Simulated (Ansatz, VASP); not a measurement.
## BaTiO3: VASP beside Ansatz

INCAR

```
ALGO = Normal
EDIFF = 1E-7
ENCUT = 520
GGA = PE
ISIF = 2
ISMEAR = -1
LASPH = True
LCHARG = False
LREAL = False
LWAVE = False
NBANDS = 28
NELM = 80
PREC = Accurate
SIGMA = 0.05
```

Contents of KPOINTS:

```
k-points
0
Gamma
  6 6 6
```

POSCAR

```
BaTiO3
1.0
    4.1449200000      0.0000000000      0.0000000000
    0.0000000000      2.9503760000      2.8451500000
    0.0000000000     -2.9503760000      2.8451500000
Ba Ti O
1 1 3
Direct
    0.0000000000      0.0000000000      0.0000000000
    0.5000000000      0.5124000000      0.5124000000
    0.5000000000      0.9918400000      0.5052400000
    0.5000000000      0.5052400000      0.9918400000
    0.0000000000      0.4874000000      0.4874000000
```

File input.yaml:

```yaml
crystal:
  lattice:
    - [4.14492, 0.0, 0.0]
    - [0.0, 2.950376, 2.84515]
    - [0.0, -2.950376, 2.84515]
  atoms:
    - { symbol: Ba, position: [0.0, 0.0, 0.0] }
    - { symbol: Ti, position: [0.5, 0.5124, 0.5124] }
    - { symbol: O, position: [0.5, 0.99184, 0.50524] }
    - { symbol: O, position: [0.5, 0.50524, 0.99184] }
    - { symbol: O, position: [0.0, 0.4874, 0.4874] }
hamiltonian:
  xc: pbe
  pseudopotentials: { kind: paw }
kpoints:
  mp_grid: { grid: [6, 6, 6] }
scf:
  occupations: { method: fermi_dirac, width: 0.05 }
output:
  forces: true
  stress: true
  eigenvalues: true
```

Alike in both runs: task single point; functional PBE; k mesh 6 × 6 × 6; occupations fermi-dirac, width 0.05 eV; no spin polarisation.

```csv
,VASP,Ansatz
version,VASP 6.6.1,Ansatz 0.2.0
potentials or method,"VASP PAW PBE potentials, release 64 (Ba_sv, Ti_sv, O)",Ansatz PAW
plane-wave cutoff (eV),520,420
valence electrons in the cell,40,40
```

```csv
,VASP,Ansatz,Ansatz less VASP
gap on the k mesh at the Fermi level (eV),1.72,1.77,+0.047
least direct gap on the mesh (eV),1.94,1.96,+0.019
pressure (GPa),-7.5,-8.9,-1.34
"traceless stress, the component that is largest in VASP (GPa)",4.70,4.54,-0.155
rms of the force components (eV/Å),0.217,0.227,+0.0096
```

Atom by atom the forces differ by 0.014 eV/Å (rms over components). The functional is the same, so the differences come from potentials, cutoffs and numerics.

Neither program's run includes spin-orbit coupling.
